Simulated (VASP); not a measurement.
Input of a VASP 6.6.1 run:

File POSCAR:

```
BaO
1.0
    0.0000000000      2.7719426840      2.7719426840
    2.7719426840      0.0000000000      2.7719426840
    2.7719426840      2.7719426840      0.0000000000
Ba O
1 1
Direct
    0.0000000000      0.0000000000      0.0000000000
    0.5000000000      0.5000000000      0.5000000000
```

Contents of INCAR.step1:

```
SYSTEM = BaO
PREC = Accurate ; ENCUT = 500
EDIFF = 1E-8 ; ISMEAR = 0
SIGMA = 0.01 ; LREAL = .False.
LASPH = .True. ; NELM = 80
ALGO = Normal ; LWAVE = .True.
LCHARG = .False.
```

Contents of INCAR.step2:

```
SYSTEM = BaO
PREC = Accurate ; ENCUT = 500
EDIFF = 1E-8 ; ISMEAR = 0
SIGMA = 0.01 ; LREAL = .False.
LASPH = .True. ; NELM = 1
ALGO = Exact ; LWAVE = .True.
LCHARG = .False. ; NBANDS = 68
LOPTICS = .True. ; ISTART = 1
```

Contents of INCAR.step3:

```
SYSTEM = BaO
PREC = Accurate ; ENCUT = 500
EDIFF = 1E-8 ; ISMEAR = 0
SIGMA = 0.01 ; LREAL = .False.
LASPH = .True. ; ALGO = EVGW0
LWAVE = .False. ; LCHARG = .False.
NELMGW = 1 ; NBANDS = 68
ENCUTGW = 80.0 ; NOMEGA = 48
PRECFOCK = Fast ; ISTART = 1
NBANDSGW = 16
```

File KPOINTS:

```
regular mesh
0
Gamma
  4 4 4
  0 0 0
```

Potentials or basis: VASP PAW LDA potentials, release 64 (Ba_sv_GW, O_GW).

Run with:

```console
$ cat potpaw_LDA.64/Ba_sv_GW/POTCAR potpaw_LDA.64/O_GW/POTCAR > POTCAR
$ cp INCAR.step1 INCAR
$ mpirun -np 1 vasp_std > vasp.out
$ cp INCAR.step2 INCAR
$ mpirun -np 1 vasp_std > vasp.out
$ cp INCAR.step3 INCAR
$ mpirun -np 1 vasp_std > vasp.out
```

Problem. What does it give for the quasiparticle gap?

Solution. 3.13 eV.

Problem. Estimate the least direct quasiparticle gap.

Solution. 3.13 eV.

Problem. Estimate the least direct gap of the starting levels on the mesh.

Solution. 1.90 eV.

Problem. What does it give for the band gap of the starting levels on the mesh?

Solution. 1.90 eV.

Caveat: the k points lie up to 0.49 Å⁻¹ apart; bands, screening cutoff and mesh are small and nothing is extrapolated, so the quasiparticle values aren't converged; spin-orbit coupling is left out, which moves the levels of the heavy elements.
